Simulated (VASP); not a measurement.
# BaHfO3 (kl) (Pm-3m) in VASP: single point with LDA

Aim: the single point of BaHfO3 (kl) with LDA.

All numbers are computed with VASP 6.6.1; they aren't measurements. Logs are shortened: lines on timing, memory, paths and dates and some standing lists are left out, and cuts for length are marked.

### 1 The cell of the first run

Symmetry: Pm-3m, No. 221, cubic system. Conventional cell: a = 4.122 Å, b = 4.122 Å, c = 4.122 Å, α = 90.00°, β = 90.00°, γ = 90.00°. Ba (site symmetry m-3m) has 12 O at 2.91 Å and 8 Hf at 3.57 Å within 3.8 Å. Within 2.7 Å of Hf (site symmetry m-3m) lie 6 O at 2.06 Å. Within 2.7 Å of O (site symmetry 4/mmm) lie 2 Hf at 2.06 Å.

### 2 Single point, LDA

INCAR

```
PREC = Accurate
ENCUT = 600
EDIFF = 1E-6
ISMEAR = 0
SIGMA = 0.02
LREAL = F
LASPH = T
NELM = 120
ALGO = Normal
ISIF = 2
LWAVE = F
LCHARG = F
GGA = CA
NBANDS = 27
GGA_COMPAT = F
```

KPOINTS

```
regular mesh
0
Gamma
  6 6 6
```

POSCAR

```
BaHfO3
1.0
    4.1217874327      0.0000000000      0.0000000000
    0.0000000000      4.1217874327      0.0000000000
    0.0000000000      0.0000000000      4.1217874327
Ba Hf O
1 1 3
Direct
    0.5000000000      0.5000000000      0.5000000000
    0.0000000000      0.0000000000      0.0000000000
    0.0000000000      0.5000000000      0.0000000000
    0.5000000000      0.0000000000      0.0000000000
    0.0000000000      0.0000000000      0.5000000000
```

Potentials or basis: VASP PAW LDA potentials, release 64 (Ba_sv, Hf_pv, O).

The run is started by

```
cat potpaw_LDA.64/Ba_sv/POTCAR potpaw_LDA.64/Hf_pv/POTCAR potpaw_LDA.64/O/POTCAR > POTCAR
mpirun -np 1 vasp_std > vasp.out
```

OUTCAR:

```text
PREC = Accurate
   ENCUT = 600
   EDIFF = 1E-6
   ISMEAR = 0
   LREAL = F
   LASPH = T
   NELM = 120
   ISIF = 2
   GGA = CA

 ion  position               nearest neighbor table
   1  0.500  0.500  0.500-   3 2.91   4 2.91   5 2.91   3 2.91   4 2.91   4 2.91   5 2.91   4 2.91
                             3 2.91   5 2.91   3 2.91   5 2.91   2 3.57   2 3.57   2 3.57   2 3.57
   2  0.000  0.000  0.000-   3 2.06   4 2.06   5 2.06   5 2.06   3 2.06   4 2.06   1 3.57   1 3.57
                             1 3.57   1 3.57   1 3.57   1 3.57   1 3.57   1 3.57
   3  0.000  0.500  0.000-   2 2.06   2 2.06   1 2.91   1 2.91   1 2.91   1 2.91
   4  0.500  0.000  0.000-   2 2.06   2 2.06   1 2.91   1 2.91   1 2.91   1 2.91
   5  0.000  0.000  0.500-   2 2.06   2 2.06   1 2.91   1 2.91   1 2.91   1 2.91

  LATTYP: Found a simple cubic cell.
 ALAT       =     4.1217874327

  Lattice vectors:

 A1 = (   4.1217874327,   0.0000000000,   0.0000000000)
 A2 = (   0.0000000000,   4.1217874327,   0.0000000000)
 A3 = (   0.0000000000,   0.0000000000,   4.1217874327)

Analysis of symmetry for initial positions (statically):
=====================================================================
 Subroutine PRICEL returns:
 Original cell was already a primitive cell.

 Routine SETGRP: Setting up the symmetry group for a
 simple cubic supercell.

 Subroutine GETGRP returns: Found 48 space group operations
 (whereof 48 operations were pure point group operations)
 out of a pool of 48 trial point group operations.

The static configuration has the point symmetry O_h .

Analysis of symmetry for dynamics (positions and initial velocities):
=====================================================================
 Subroutine PRICEL returns:
 Original cell was already a primitive cell.

 Routine SETGRP: Setting up the symmetry group for a
 simple cubic supercell.

 Subroutine GETGRP returns: Found 48 space group operations
 (whereof 48 operations were pure point group operations)
 out of a pool of 48 trial point group operations.

The dynamic configuration has the point symmetry O_h .

 Subroutine INISYM returns: Found 48 space group operations
 (whereof 48 operations are pure point group operations),
 and found     1 'primitive' translations

----------------------------------------------------------------------------------------

                                     Primitive cell

  volume of cell :      70.0256

  direct lattice vectors                    reciprocal lattice vectors
     4.121787433  0.000000000  0.000000000     0.242613191  0.000000000  0.000000000
     0.000000000  4.121787433  0.000000000     0.000000000  0.242613191  0.000000000
     0.000000000  0.000000000  4.121787433     0.000000000  0.000000000  0.242613191

  length of vectors
     4.121787433  4.121787433  4.121787433     0.242613191  0.242613191  0.242613191

  position of ions in fractional coordinates (direct lattice)
     0.500000000  0.500000000  0.500000000
     0.000000000  0.000000000  0.000000000
     0.000000000  0.500000000  0.000000000
     0.500000000  0.000000000  0.000000000
     0.000000000  0.000000000  0.500000000

  ion indices of the primitive-cell ions
   primitive index   ion index
                 1           1
                 2           2
                 3           3
                 4           4
                 5           5

----------------------------------------------------------------------------------------

 KPOINTS: regular mesh

Automatic generation of k-mesh.
 Grid dimensions read from file:
 generate k-points for:    6    6    6

 Generating k-lattice:

  Cartesian coordinates                     Fractional coordinates (reciprocal lattice)
     0.040435532  0.000000000  0.000000000     0.166666667  0.000000000  0.000000000
     0.000000000  0.040435532  0.000000000     0.000000000  0.166666667  0.000000000
     0.000000000  0.000000000  0.040435532     0.000000000  0.000000000  0.166666667

  Length of vectors
     0.040435532  0.040435532  0.040435532

  Shift w.r.t. Gamma in fractional coordinates (k-lattice)
     0.000000000  0.000000000  0.000000000

 Subroutine IBZKPT returns following result:
 ===========================================

 Found     20 irreducible k-points:

 Following reciprocal coordinates:
            Coordinates               Weight
  0.000000  0.000000  0.000000      1.000000
  0.166667  0.000000  0.000000      6.000000
  0.333333  0.000000  0.000000      6.000000
  0.500000  0.000000  0.000000      3.000000
  0.166667  0.166667  0.000000     12.000000
  0.333333  0.166667  0.000000     24.000000
[... 12 lines left out ...]
  0.500000  0.500000  0.333333      6.000000
  0.500000  0.500000  0.500000      1.000000
   k-points           NKPTS =     20   k-points in BZ     NKDIM =     20   number of bands    NBANDS=     27
   number of dos      NEDOS =    301   number of ions     NIONS =      5
   total plane-waves  NPLWV =  46656
   dimension x,y,z NGX =    36 NGY =   36 NGZ =   36
   dimension x,y,z NGXF=    72 NGYF=   72 NGZF=   72
   ions per type =               1   1   3
   NGX,Y,Z   is equivalent  to a cutoff of  14.52, 14.52, 14.52 a.u.
   NGXF,Y,Z  is equivalent  to a cutoff of  29.04, 29.04, 29.04 a.u.
 SYSTEM =  unknown system
   PREC   = accura    normal or accurate (medium, high low for compatibility)
   ISTART =      0    job   : 0-new  1-cont  2-samecut
   ICHARG =      2    charge: 1-file 2-atom 10-const
   ISPIN  =      1    spin polarized calculation?
   LNONCOLLINEAR =      F non collinear calculations
   LSORBIT =      F    spin-orbit coupling
   LASPH  =      T    aspherical Exc in radial PAW
   ENCUT  =  600.0 eV  44.10 Ry    6.64 a.u.   8.23  8.23  8.23*2*pi/ulx,y,z
   NELM   =    120;   NELMIN=  2; NELMDL= -5     # of ELM steps
   EDIFF  = 0.1E-05   stopping-criterion for ELM
   LREAL  =      F    real-space projection
   EDIFFG = 0.1E-04   stopping-criterion for IOM
   NSW    =      0    number of steps for IOM
   IBRION =     -1    ionic relax: 0-MD 1-quasi-New 2-CG
   NFREE  =      0    steps in history (QN), initial steepest desc. (CG)
   ISIF   =      2    stress and relaxation
   ISYM   =      2    0-nonsym 1-usesym 2-fastsym
   POTIM  = 0.5000    time-step for ionic-motion
   TEBEG  =    0.0;   TEEND  =   0.0 temperature during run
   PSTRESS=    0.0 pullay stress
   NELECT =      38.0000    total number of electrons
   NUPDOWN=      -1.0000    fix difference up-down
   EMIN   =  10.00;   EMAX   =-10.00  energy-range for DOS
   EFERMI =   0.00;   METHOD = LEGACY
   ISMEAR =     0;   SIGMA  =   0.02  broadening in eV -4-tet -1-fermi 0-gaus
   EFERMI_NEDOS =   21; number of points for ismear=-14 and -15
   IALGO  =     38    algorithm
   IMIX   =      4    mixing-type and parameters
     AMIX     =   0.40;   BMIX     =  1.00
     AMIX_MAG =   1.60;   BMIX_MAG =  1.00
  volume/ion in A,a.u.               =      14.01        94.51
  Fermi-wavevector in a.u.,A,eV,Ry     =   1.335315  2.523380 24.260093  1.783067
  Thomas-Fermi vector in A             =   2.464029
   LORBIT       =      0    0 simple, 1 ext, 2 COOP (PROOUT), +10 PAW based schemes
   GGA     = CA    functional components
   LHFCALC =     F    Hartree Fock is set to
   AEXX    =    0.0000 exact exchange contribution
   IVDW    =     0    specifies the selected vdW correction
   LEPSILON=     F    determine dielectric tensor
   LRPA    =     F    only Hartree local field effects (RPA)
 non-spin polarized calculation
 Gauss-broadening in eV      SIGMA  =   0.02
  energy-cutoff  :      600.00
  volume of cell :       70.03
 maximum number of plane-waves:      2360
 NGX is ok and might be reduce to    36
   NGX = 17   NGY = 17   NGZ = 17

 number of electron      37.9999985 magnetization

 Free energy of the ion-electron system (eV)
  ---------------------------------------------------
  ext. energy  EPLUGINS =         0.00000000
  ---------------------------------------------------
  free energy    TOTEN  =       -47.66308386 eV

  energy without entropy =      -47.66308386  energy(sigma->0) =      -47.66308386

 E-fermi :   2.5747     XC(G=0): -11.4774

 val. band max:        2.3901833180   @ k =   0.5000   0.5000   0.5000
 cond. band min:       5.8653181658   @ k =   0.0000   0.0000   0.0000
 fundamental gap:      3.4751348478
 Fermi energy:         2.5746878361

 k-point     1 :       0.0000    0.0000    0.0000
  band No.  band energies     occupation
      1     -26.0086      2.00000
      2     -26.0086      2.00000
      3     -26.0086      2.00000
      4     -22.5794      2.00000
      5     -14.0721      2.00000
      6     -13.5151      2.00000
[... 19 lines left out ...]
     26      11.2923      0.00000
     27      11.4116      0.00000

 k-point     2 :       0.1667    0.0000    0.0000
  band No.  band energies     occupation
      1     -26.0504      2.00000
      2     -26.0072      2.00000
      3     -26.0072      2.00000
      4     -22.5548      2.00000
      5     -14.0681      2.00000
      6     -13.5074      2.00000
[... 19 lines left out ...]
     26      11.0478      0.00000
     27      11.4244      0.00000

 k-point     3 :       0.3333    0.0000    0.0000
  band No.  band energies     occupation
      1     -26.1318      2.00000
      2     -26.0045      2.00000
      3     -26.0045      2.00000
      4     -22.5061      2.00000
      5     -14.1718      2.00000
      6     -13.4918      2.00000
[... 19 lines left out ...]
     26      10.4797      0.00000
     27      11.5046      0.00000

 k-point     4 :       0.5000    0.0000    0.0000
  band No.  band energies     occupation
      1     -26.1714      2.00000
      2     -26.0032      2.00000
      3     -26.0032      2.00000
      4     -22.4818      2.00000
      5     -14.2414      2.00000
      6     -13.4840      2.00000
[... 19 lines left out ...]
     26      11.2444      0.00000
     27      11.2451      0.00000
[... 396 lines left out ...]
      4     -22.4226      2.00000
      5     -13.1123      2.00000
      6     -12.8818      2.00000
[... 19 lines left out ...]
     26      11.0025      0.00000
     27      11.6908      0.00000

 k-point    19 :       0.5000    0.5000    0.3333
  band No.  band energies     occupation
      1     -26.1518      2.00000
      2     -26.1518      2.00000
      3     -26.1129      2.00000
      4     -22.4114      2.00000
      5     -12.9613      2.00000
      6     -12.7000      2.00000
[... 19 lines left out ...]
     26      11.2657      0.00000
     27      12.0660      0.00000

 k-point    20 :       0.5000    0.5000    0.5000
  band No.  band energies     occupation
      1     -26.1500      2.00000
      2     -26.1500      2.00000
      3     -26.1500      2.00000
      4     -22.3993      2.00000
      5     -12.6591      2.00000
      6     -12.6591      2.00000
[... 19 lines left out ...]
     26      11.9284      0.00000
     27      11.9284      0.00000

------------------------ aborting loop because EDIFF is reached ----------------------------------------

  FORCE on cell =-STRESS in cart. coord.  units (eV):
  Direction    XX          YY          ZZ          XY          YZ          ZX
  --------------------------------------------------------------------------------------
  -------------------------------------------------------------------------------------
  Total       -0.0552887     -0.0552887     -0.0552887      0.0000000      0.0000000     -0.0000000
  in kB       -1.2649982     -1.2649982     -1.2649982      0.0000000      0.0000000     -0.0000000
  external PRESSURE =      -1.2649982 kB  Pullay stress =       0.0000000 kB

 VOLUME and BASIS-vectors are now :
 -----------------------------------------------------------------------------
  energy-cutoff  :      600.00
  volume of cell :       70.03
      direct lattice vectors                 reciprocal lattice vectors
     4.121787433  0.000000000  0.000000000     0.242613191  0.000000000  0.000000000
     0.000000000  4.121787433  0.000000000     0.000000000  0.242613191  0.000000000
     0.000000000  0.000000000  4.121787433     0.000000000  0.000000000  0.242613191

 POSITION                                       TOTAL-FORCE (eV/Angst)
 -----------------------------------------------------------------------------------
      2.06089      2.06089      2.06089         0.000000      0.000000      0.000000
      0.00000      0.00000      0.00000         0.000000      0.000000      0.000000
      0.00000      2.06089      0.00000         0.000000      0.000000      0.000000
      2.06089      0.00000      0.00000         0.000000      0.000000      0.000000
      0.00000      0.00000      2.06089         0.000000      0.000000      0.000000
 -----------------------------------------------------------------------------------
    total drift:                                0.000000      0.000000     -0.000000

  FREE ENERGIE OF THE ION-ELECTRON SYSTEM (eV)
  ---------------------------------------------------
  free  energy   TOTEN  =       -47.6630838628 eV

  energy  without entropy=      -47.6630838628  energy(sigma->0) =      -47.66308386
```

Run time: 28 s. Hardware: 1 thread of Intel Xeon Platinum 8559C (Emerald Rapids), shared host; peak memory 0.2 GiB.

Results:

| Item | Value |
| --- | --- |
| Free energy | -47.6631 eV |
| Pressure | -0.1 GPa |
| Band gap on the k mesh | 3.48 eV, indirect (least direct gap 3.64 eV) |

Levels at points of the mesh, in eV from the valence-band top:
| k point | band 17 | band 18 | band 19 | band 20 | band 21 | band 22 |
| --- | --- | --- | --- | --- | --- | --- |
| (0.00, 0.00, 0.00) | -0.17 | -0.17 | -0.17 | 3.48 | 3.48 | 3.48 |
| (0.50, 0.00, 0.00) | -1.81 | -0.47 | -0.47 | 4.07 | 6.48 | 6.48 |
| (0.50, 0.50, 0.00) | -0.92 | -0.92 | -0.08 | 6.38 | 6.38 | 6.80 |
| (0.50, 0.50, 0.50) | 0.00 | 0.00 | 0.00 | 6.12 | 6.12 | 6.12 |

Caveat: spin-orbit coupling is left out, which moves the levels of the heavy elements.
